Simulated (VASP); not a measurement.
# W4C4F in VASP: notebook

W4C4F is run at these levels: LDA; tasks: single point.

All numbers are computed with VASP 6.6.1; they aren't measurements. Logs are shortened: lines on timing, memory, paths and dates and some standing lists are left out, and cuts for length are marked.

## (1) The cell of the first run

The cell holds a slab with vacuum, 18 atoms: a = 5.693 Å, b = 5.693 Å, c = 15.193 Å, α = 90.00°, β = 90.00°, γ = 120.00°.

## (2) Single point, LDA

Input file INCAR:

```
  ALGO = Normal
  EDIFF = 1E-6
  ENCUT = 520
  GGA = CA
  GGA_COMPAT = F
  ISIF = 2
  ISMEAR = 0
  LASPH = T
  LCHARG = F
  LREAL = F
  LWAVE = F
  NBANDS = 94
  NELM = 120
  NELMDL = -8
  PREC = Accurate
  SIGMA = 0.1
```

Input file KPOINTS:

```
k-points
0
Gamma
  3 3 1
```

Input file POSCAR:

```
W4C4F
1.0
    5.6929600000      0.0000000000      0.0000000000
   -2.8464800000      4.9302480000      0.0000000000
    0.0000000000      0.0000000000     15.1931300000
W C F
8 8 2
Direct
    0.0000000000      0.0000000000      0.0658192000
   -0.0018167957     -0.0008707413      0.2508194687
    0.0000000000      0.5000000000      0.0658192000
   -0.0018175989      0.4991235567      0.2508154513
    0.5000000000      0.0000000000      0.0658192000
    0.4967021006     -0.0016129233      0.2527228246
    0.5000000000      0.5000000000      0.0658192000
    0.4967066717      0.4983876225      0.2527221430
    0.3333546807      0.1666970810      0.1517589305
    0.3194334059      0.1597469701      0.3263266869
    0.3333699660      0.6666884889      0.1517618200
    0.3194318239      0.6597654806      0.3263223456
    0.8315276844      0.1657746423      0.1531432458
    0.8386764159      0.1693886375      0.3355903959
    0.8315197329      0.6657801371      0.1531424605
    0.8386945651      0.6693804413      0.3355954659
    0.8192238653      0.6596923676      0.4216344803
    0.8193053222      1.1597460690      0.4216305952
```

Potentials or basis: VASP PAW LDA potentials, release 64 (W_sv, C, F).

Started as:

```sh
> cat potpaw_LDA.64/W_sv/POTCAR potpaw_LDA.64/C/POTCAR potpaw_LDA.64/F/POTCAR > POTCAR
> mpirun -np 1 vasp_std > vasp.out
```

OUTCAR:

```text
EDIFF = 1E-6
   ENCUT = 520
   GGA = CA
   ISIF = 2
   ISMEAR = 0
   LASPH = T
   LREAL = F
   NELM = 120
   NELMDL = -8
   PREC = Accurate

 ion  position               nearest neighbor table
   1  0.000  0.000  0.066-   9 2.10  15 2.12  13 2.12   2 2.81   5 2.85   5 2.85   3 2.85   3 2.85
                             7 2.85   7 2.85
   2  0.998  0.999  0.251-  10 1.96  16 2.07  14 2.07  13 2.21  15 2.21   9 2.24   1 2.81   6 2.84
                             8 2.84   4 2.85   4 2.85   8 2.85   6 2.85
   3  0.000  0.500  0.066-  11 2.10  13 2.12  15 2.12   4 2.81   7 2.85   7 2.85   5 2.85   1 2.85
                             1 2.85   5 2.85
   4  0.998  0.499  0.251-  12 1.96  14 2.07  16 2.07  15 2.21  13 2.21  11 2.24   3 2.81   6 2.84
                             8 2.84   2 2.85   2 2.85   8 2.85   6 2.85
   5  0.500  0.000  0.066-  11 2.10   9 2.10  13 2.11   6 2.84   1 2.85   1 2.85   3 2.85   7 2.85
                             7 2.85   3 2.85
   6  0.497  0.998  0.253-  12 2.01  10 2.01  14 2.10  13 2.24   9 2.24  11 2.24   5 2.84   2 2.84
                             4 2.84   8 2.85   8 2.85   4 2.85   2 2.85
   7  0.500  0.500  0.066-   9 2.10  11 2.10  15 2.11   8 2.84   3 2.85   3 2.85   5 2.85   5 2.85
                             1 2.85   1 2.85
   8  0.497  0.498  0.253-  10 2.01  12 2.01  16 2.10  15 2.24  11 2.24   9 2.24   7 2.84   2 2.84
                             4 2.84   6 2.85   6 2.85   4 2.85   2 2.85
   9  0.333  0.167  0.152-   7 2.10   5 2.10   1 2.10   2 2.24   6 2.24   8 2.24
  10  0.319  0.160  0.326-   2 1.96   6 2.01   8 2.01
  11  0.333  0.667  0.152-   5 2.10   7 2.10   3 2.10   4 2.24   8 2.24   6 2.24
  12  0.319  0.660  0.326-   4 1.96   6 2.01   8 2.01
  13  0.832  0.166  0.153-   5 2.11   3 2.12   1 2.12   2 2.21   4 2.21   6 2.24
  14  0.839  0.169  0.336-  18 1.31   4 2.07   2 2.07   6 2.10
  15  0.832  0.666  0.153-   7 2.11   1 2.12   3 2.12   4 2.21   2 2.21   8 2.24
  16  0.839  0.669  0.336-  17 1.31   2 2.07   4 2.07   8 2.10
  17  0.819  0.660  0.422-  16 1.31
  18  0.819  0.160  0.422-  14 1.31

  LATTYP: Found a hexagonal cell.
 ALAT       =     5.6929600000
 C/A-ratio  =     2.6687575532

  Lattice vectors:

 A1 = (   5.6929600000,   0.0000000000,   0.0000000000)
 A2 = (  -2.8464800000,   4.9302480000,   0.0000000000)
 A3 = (   0.0000000000,   0.0000000000,  15.1931300000)

Analysis of symmetry for initial positions (statically):
=====================================================================
 Subroutine PRICEL returns:
 Original cell was already a primitive cell.

 Routine SETGRP: Setting up the symmetry group for a
 hexagonal supercell.

 Subroutine GETGRP returns: Found  1 space group operations
 (whereof  1 operations were pure point group operations)
 out of a pool of 24 trial point group operations.

The static configuration has the point symmetry C_1 .

Analysis of symmetry for dynamics (positions and initial velocities):
=====================================================================
 Subroutine PRICEL returns:
 Original cell was already a primitive cell.

 Routine SETGRP: Setting up the symmetry group for a
 hexagonal supercell.

 Subroutine GETGRP returns: Found  1 space group operations
 (whereof  1 operations were pure point group operations)
 out of a pool of 24 trial point group operations.

The dynamic configuration has the point symmetry C_1 .

 Subroutine INISYM returns: Found  1 space group operations
 (whereof  1 operations are pure point group operations),
 and found     1 'primitive' translations

----------------------------------------------------------------------------------------

                                     Primitive cell

  volume of cell :     426.4363

  direct lattice vectors                    reciprocal lattice vectors
     5.692960000  0.000000000  0.000000000     0.175655546  0.101414777  0.000000000
    -2.846480000  4.930248000  0.000000000     0.000000000  0.202829553  0.000000000
     0.000000000  0.000000000 15.193130000     0.000000000  0.000000000  0.065819222

  length of vectors
     5.692960000  5.692960015 15.193130000     0.202829554  0.202829553  0.065819222

  position of ions in fractional coordinates (direct lattice)
     0.000000000  0.000000000  0.065819200
     0.998183204  0.999129259  0.250819469
     0.000000000  0.500000000  0.065819200
     0.998182401  0.499123557  0.250815451
     0.500000000  0.000000000  0.065819200
     0.496702101  0.998387077  0.252722825
[... 10 lines left out ...]
     0.819223865  0.659692368  0.421634480
     0.819305322  0.159746069  0.421630595

  ion indices of the primitive-cell ions
   primitive index   ion index
                 1           1
                 2           2
                 3           3
                 4           4
                 5           5
                 6           6
[... 10 lines left out ...]
                17          17
                18          18

----------------------------------------------------------------------------------------

 KPOINTS: k-points

Automatic generation of k-mesh.
 Grid dimensions read from file:
 generate k-points for:    3    3    1

 Generating k-lattice:

  Cartesian coordinates                     Fractional coordinates (reciprocal lattice)
     0.058551849  0.033804926  0.000000000     0.333333333  0.000000000  0.000000000
     0.000000000  0.067609851  0.000000000     0.000000000  0.333333333  0.000000000
     0.000000000  0.000000000  0.065819222     0.000000000  0.000000000  1.000000000

  Length of vectors
     0.067609851  0.067609851  0.065819222

  Shift w.r.t. Gamma in fractional coordinates (k-lattice)
     0.000000000  0.000000000  0.000000000

 Subroutine IBZKPT returns following result:
 ===========================================

 Found      5 irreducible k-points:

 Following reciprocal coordinates:
            Coordinates               Weight
  0.000000  0.000000  0.000000      1.000000
  0.333333 -0.000000  0.000000      2.000000
  0.000000  0.333333  0.000000      2.000000
 -0.333333  0.333333  0.000000      2.000000
  0.333333  0.333333  0.000000      2.000000
   k-points           NKPTS =      5   k-points in BZ     NKDIM =      5   number of bands    NBANDS=     94
   number of dos      NEDOS =    301   number of ions     NIONS =     18
   total plane-waves  NPLWV = 211680
   dimension x,y,z NGX =    42 NGY =   42 NGZ =  120
   dimension x,y,z NGXF=    84 NGYF=   84 NGZF=  240
   ions per type =               8   8   2
   NGX,Y,Z   is equivalent  to a cutoff of  12.26, 12.26, 13.13 a.u.
   NGXF,Y,Z  is equivalent  to a cutoff of  24.53, 24.53, 26.26 a.u.
 SYSTEM =  unknown system
   PREC   = accura    normal or accurate (medium, high low for compatibility)
   ISTART =      0    job   : 0-new  1-cont  2-samecut
   ICHARG =      2    charge: 1-file 2-atom 10-const
   ISPIN  =      1    spin polarized calculation?
   LNONCOLLINEAR =      F non collinear calculations
   LSORBIT =      F    spin-orbit coupling
   LASPH  =      T    aspherical Exc in radial PAW
   ENCUT  =  520.0 eV  38.22 Ry    6.18 a.u.  10.59 10.59 28.25*2*pi/ulx,y,z
   NELM   =    120;   NELMIN=  2; NELMDL= -8     # of ELM steps
   EDIFF  = 0.1E-05   stopping-criterion for ELM
   LREAL  =      F    real-space projection
   EDIFFG = 0.1E-04   stopping-criterion for IOM
   NSW    =      0    number of steps for IOM
   IBRION =     -1    ionic relax: 0-MD 1-quasi-New 2-CG
   NFREE  =      0    steps in history (QN), initial steepest desc. (CG)
   ISIF   =      2    stress and relaxation
   ISYM   =      2    0-nonsym 1-usesym 2-fastsym
   POTIM  = 0.5000    time-step for ionic-motion
   TEBEG  =    0.0;   TEEND  =   0.0 temperature during run
   PSTRESS=    0.0 pullay stress
   NELECT =     158.0000    total number of electrons
   NUPDOWN=      -1.0000    fix difference up-down
   EMIN   =  10.00;   EMAX   =-10.00  energy-range for DOS
   EFERMI =   0.00;   METHOD = LEGACY
   ISMEAR =     0;   SIGMA  =   0.10  broadening in eV -4-tet -1-fermi 0-gaus
   EFERMI_NEDOS =   21; number of points for ismear=-14 and -15
   IALGO  =     38    algorithm
   IMIX   =      4    mixing-type and parameters
     AMIX     =   0.40;   BMIX     =  1.00
     AMIX_MAG =   1.60;   BMIX_MAG =  1.00
  volume/ion in A,a.u.               =      23.69       159.87
  Fermi-wavevector in a.u.,A,eV,Ry     =   1.175824  2.221986 18.810913  1.382563
  Thomas-Fermi vector in A             =   2.312199
   LORBIT       =      0    0 simple, 1 ext, 2 COOP (PROOUT), +10 PAW based schemes
   GGA     = CA    functional components
   LHFCALC =     F    Hartree Fock is set to
   AEXX    =    0.0000 exact exchange contribution
   IVDW    =     0    specifies the selected vdW correction
   LEPSILON=     F    determine dielectric tensor
   LRPA    =     F    only Hartree local field effects (RPA)
 non-spin polarized calculation
 Gauss-broadening in eV      SIGMA  =   0.10
  energy-cutoff  :      520.00
  volume of cell :      426.44
 maximum number of plane-waves:     11517
 NGX is ok and might be reduce to    42
   NGX = 21   NGY = 21   NGZ = 57

 number of electron     158.0000006 magnetization

 Free energy of the ion-electron system (eV)
  ---------------------------------------------------
  ext. energy  EPLUGINS =         0.00000000
  ---------------------------------------------------
  free energy    TOTEN  =      -189.42615276 eV

  energy without entropy =     -189.37106949  energy(sigma->0) =     -189.39861112

 E-fermi :   0.7913     XC(G=0):  -7.0718

 val. band max:        0.7519819058   @ k =  -0.3333   0.3333   0.0000
 cond. band min:       0.8019949905   @ k =  -0.3333   0.3333   0.0000
 fundamental gap:      0.0500130848
 Fermi energy:         0.7912655675

 k-point     1 :       0.0000    0.0000    0.0000
  band No.  band energies     occupation
      1     -72.4187      2.00000
      2     -72.3473      2.00000
      3     -72.3412      2.00000
      4     -72.3359      2.00000
      5     -72.2483      2.00000
      6     -72.1999      2.00000
[... 83 lines left out ...]
     90       4.6373      0.00000
     91       4.6562      0.00000

 k-point     2 :       0.3333   -0.0000    0.0000
  band No.  band energies     occupation
      1     -72.4001      2.00000
      2     -72.3601      2.00000
      3     -72.3473      2.00000
      4     -72.3359      2.00000
      5     -72.2430      2.00000
      6     -72.1999      2.00000
[... 83 lines left out ...]
     90       3.9213      0.00000
     91       3.9347      0.00000

 k-point     3 :       0.0000    0.3333    0.0000
  band No.  band energies     occupation
      1     -72.3998      2.00000
      2     -72.3624      2.00000
      3     -72.3411      2.00000
      4     -72.3401      2.00000
      5     -72.2349      2.00000
      6     -72.2107      2.00000
[... 83 lines left out ...]
     90       3.9321      0.00000
     91       4.1560      0.00000

 k-point     4 :      -0.3333    0.3333    0.0000
  band No.  band energies     occupation
      1     -72.3998      2.00000
      2     -72.3624      2.00000
      3     -72.3411      2.00000
      4     -72.3401      2.00000
      5     -72.2349      2.00000
      6     -72.2107      2.00000
[... 83 lines left out ...]
     90       3.9321      0.00000
     91       4.1562      0.00000

 k-point     5 :       0.3333    0.3333    0.0000
  band No.  band energies     occupation
      1     -72.3762      2.00000
      2     -72.3713      2.00000
      3     -72.3648      2.00000
      4     -72.3312      2.00000
      5     -72.2308      2.00000
      6     -72.2121      2.00000
[... 83 lines left out ...]
     90       3.6933      0.00000
     91       3.7024      0.00000
 [bands above 91 left out]

------------------------ aborting loop because EDIFF is reached ----------------------------------------

  FORCE on cell =-STRESS in cart. coord.  units (eV):
  Direction    XX          YY          ZZ          XY          YZ          ZX
  --------------------------------------------------------------------------------------
  -------------------------------------------------------------------------------------
  Total       10.7245084      9.8434396      3.3338184      0.7674602     -0.0541761     -0.0690016
  in kB       40.2933916     36.9831000     12.5255951      2.8834491     -0.2035468     -0.2592480
  external PRESSURE =      29.9340289 kB  Pullay stress =       0.0000000 kB

 VOLUME and BASIS-vectors are now :
 -----------------------------------------------------------------------------
  energy-cutoff  :      520.00
  volume of cell :      426.44
      direct lattice vectors                 reciprocal lattice vectors
     5.692960000  0.000000000  0.000000000     0.175655546  0.101414777  0.000000000
    -2.846480000  4.930248000  0.000000000     0.000000000  0.202829553  0.000000000
     0.000000000  0.000000000 15.193130000     0.000000000  0.000000000  0.065819222

 POSITION                                       TOTAL-FORCE (eV/Angst)
 -----------------------------------------------------------------------------------
      0.00000      0.00000      1.00000        -0.100345     -0.056827     -0.142666
      2.83862      4.92596      3.81073        -0.028588     -0.018012     -0.018412
     -1.42324      2.46512      1.00000        -0.099958     -0.056898     -0.142453
      4.26187      2.46080      3.81067        -0.029220     -0.016781     -0.017842
      2.84648      0.00000      1.00000         0.094836      0.055608     -0.123496
     -0.01418      4.92230      3.83965         0.034677      0.019316     -0.037940
[... 10 lines left out ...]
      2.78601      3.25245      6.40595        -0.029109     -0.017519      0.548126
      4.20956      0.78759      6.40589        -0.030111     -0.017942      0.549130
 -----------------------------------------------------------------------------------
    total drift:                                0.000810      0.000545     -0.002692

  FREE ENERGIE OF THE ION-ELECTRON SYSTEM (eV)
  ---------------------------------------------------
  free  energy   TOTEN  =      -189.4261527588 eV

  energy  without entropy=     -189.3710694862  energy(sigma->0) =     -189.39861112
```

Run time: 13 min. Hardware: 1 thread of Oxide Virtual Turin-like, shared host; peak memory 0.43 GiB.

Results:

| Item | Value |
| --- | --- |
| Free energy | -189.4262 eV |
| Largest force | 0.550 eV/Å |
| Band gap on the k mesh | zero (bands 79 and 80 overlap by 1.07 eV) |

Forces on the atoms (eV/Å):
```
W   -0.100 -0.057 -0.143
W   -0.029 -0.018 -0.018
W   -0.100 -0.057 -0.142
W   -0.029 -0.017 -0.018
W    0.095  0.056 -0.123
W    0.035  0.019 -0.038
W    0.095  0.056 -0.124
W    0.034  0.019 -0.037
C    0.002  0.001  0.014
C    0.002  0.002  0.178
C    0.001  0.001  0.013
C    0.003  0.001  0.178
C    0.002  0.002  0.004
C    0.024  0.014 -0.422
C    0.003  0.001  0.004
C    0.023  0.014 -0.423
F   -0.029 -0.018  0.548
F   -0.030 -0.018  0.549
```

Caveat: the k points lie up to 0.42 Å⁻¹ apart, too coarse for converged energies and pressures of a metal; there is no dipole correction, which matters where the two faces differ; spin-orbit coupling is left out, which moves the levels of the heavy elements.

## (3) Single point, LDA

Input file INCAR:

```
SYSTEM = W4C4F
  PREC = Accurate
  ENCUT = 520
  EDIFF = 1E-6
  ISMEAR = 0
  SIGMA = 0.1
  LREAL = .FALSE.
  LASPH = .TRUE.
  NELM = 120
  ALGO = Normal
  ISIF = 2
  LWAVE = .FALSE.
  LCHARG = .TRUE.
  GGA = CA
  LELF = .TRUE.
  LVHAR = .TRUE.
  NBANDS = 94
  GGA_COMPAT = .FALSE.
  NELMDL = -8
```

Input file KPOINTS:

```
Automatic mesh
0
G
  3 3 1
  0 0 0
```

Input file POSCAR:

```
W4C4F
1.0
    5.6929600000      0.0000000000      0.0000000000
   -2.8464800000      4.9302480000      0.0000000000
    0.0000000000      0.0000000000     15.1931300000
W C F
8 8 2
Direct
    0.0000000000      0.0000000000      0.0658192222
   -0.0018167289     -0.0008707473      0.2508194822
    0.0000000000      0.5000000000      0.0658192222
   -0.0018176363      0.4991235735      0.2508154673
    0.5000000000      0.0000000000      0.0658192222
    0.4967020514     -0.0016129006      0.2527228425
    0.5000000000      0.5000000000      0.0658192222
    0.4967067471      0.4983877079      0.2527221185
    0.3333546935      0.1666970911      0.1517589200
    0.3194333794      0.1597469336      0.3263267016
    0.3333699318      0.6666885723      0.1517618160
    0.3194317175      0.6597653911      0.3263223575
    0.8315277372      0.1657746223      0.1531432299
    0.8386764309      0.1693886393      0.3355904280
    0.8315197604      0.6657800987      0.1531424400
    0.8386946825      0.6693805261      0.3355954961
    0.8192239440      0.6596923725      0.4216344493
    0.8193052722      1.1597461223      0.4216306317
```

Potentials or basis: VASP PAW LDA potentials, release 64 (W_sv, C, F).

Started as:

```sh
> cat potpaw_LDA.64/W_sv/POTCAR potpaw_LDA.64/C/POTCAR potpaw_LDA.64/F/POTCAR > POTCAR
> mpirun -np 1 vasp_std > vasp.out
```

It took 10 min on 1 thread of Oxide Virtual Turin-like, shared host; peak memory 0.42 GiB.

Results (log left out):

* Free energy: -189.4262 eV
* Largest force: 0.550 eV/Å
* Band gap on the k mesh: zero (bands 79 and 80 overlap by 1.07 eV)

Forces in eV/Å, atoms in the order of the input:
```
W   -0.100 -0.057 -0.143
W   -0.029 -0.018 -0.018
W   -0.100 -0.057 -0.142
W   -0.029 -0.017 -0.018
W    0.095  0.056 -0.124
W    0.035  0.019 -0.038
W    0.095  0.056 -0.124
W    0.034  0.019 -0.037
C    0.002  0.001  0.014
C    0.002  0.002  0.178
C    0.001  0.001  0.013
C    0.003  0.001  0.178
C    0.002  0.002  0.004
C    0.024  0.014 -0.422
C    0.003  0.001  0.004
C    0.023  0.014 -0.423
F   -0.029 -0.018  0.548
F   -0.030 -0.018  0.549
```

Levels at points of the mesh, in eV from the Fermi level:
```csv
k point,band 75,band 76,band 77,band 78,band 79,band 80,band 81,band 82,band 83,band 84
"(0.00, 0.00, 0.00)",-0.46,-0.25,0.52,0.55,0.81,0.84,0.85,1.41,1.77,2.59
```

Caveat: the k points lie up to 0.42 Å⁻¹ apart, too coarse for converged energies and pressures of a metal; there is no dipole correction, which matters where the two faces differ; spin-orbit coupling is left out, which moves the levels of the heavy elements.

The gap in the log of VASP goes by the Fermi energy; the results here count the filled bands.